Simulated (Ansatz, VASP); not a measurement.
## H: VASP beside Ansatz

Contents of INCAR:

```
SYSTEM = H
PREC = Accurate
ENCUT = 520
EDIFF = 1E-6
ISMEAR = 0
SIGMA = 0.05
LREAL = .False.
LASPH = .True.
NELM = 80
ALGO = Normal
ISIF = 2
LWAVE = .False.
LCHARG = .False.
GGA = PE
IVDW = 12
NBANDS = 6
```

Contents of KPOINTS:

```
Automatic mesh
0
Gamma
  10 10 26
  0 0 0
```

POSCAR

```
H
1.0
    2.7821206758      0.0000000000      0.0000000000
    0.0000000000      2.7821206758      0.0000000000
    0.0000000000      0.0000000000      0.9559805970
H
1
Direct
    0.0000000000      0.0000000000      0.5000000000
```

Input for Ansatz:

```yaml
crystal:
  lattice:
    - [2.7821206758, 0.0, 0.0]
    - [0.0, 2.7821206758, 0.0]
    - [0.0, 0.0, 0.955980597]
  atoms:
    - { symbol: H, position: [0.0, 0.0, 0.5] }
basis:
  ecutwfc: 420
kpoints:
  mp_grid: { grid: [10, 10, 26] }
hamiltonian:
  xc: pbe
  dispersion: d3bj
scf:
  occupations: { method: gaussian, width: 0.05 }
output:
  forces: true
  stress: true
  eigenvalues: true
```

Change from the starting cell: strain +0.050 along x and y, -0.025 along z, atoms carried along.

Alike in both runs: task single point; functional PBE; dispersion D3(BJ); k mesh 10 × 10 × 26; occupations gaussian, width 0.05 eV; no spin polarisation.

|  | VASP | Ansatz |
| --- | --- | --- |
| version | VASP 6.6.1 | Ansatz 0.2.0 |
| potentials or method | VASP PAW PBE potentials, release 64 (H), cutoff 520 eV | scalar-relativistic, plane waves, PAW |
| valence electrons in the cell | 1 | 1 |

Ansatz gave:

```
pressure (GPa)                                                : 4.2
traceless stress, the component that is largest in VASP (GPa) : 8.72
```

**Question.** What did VASP give for the same quantities?

**Answer.** Pressure (GPa): 4.0; traceless stress, the component that is largest in VASP (GPa): 8.73.
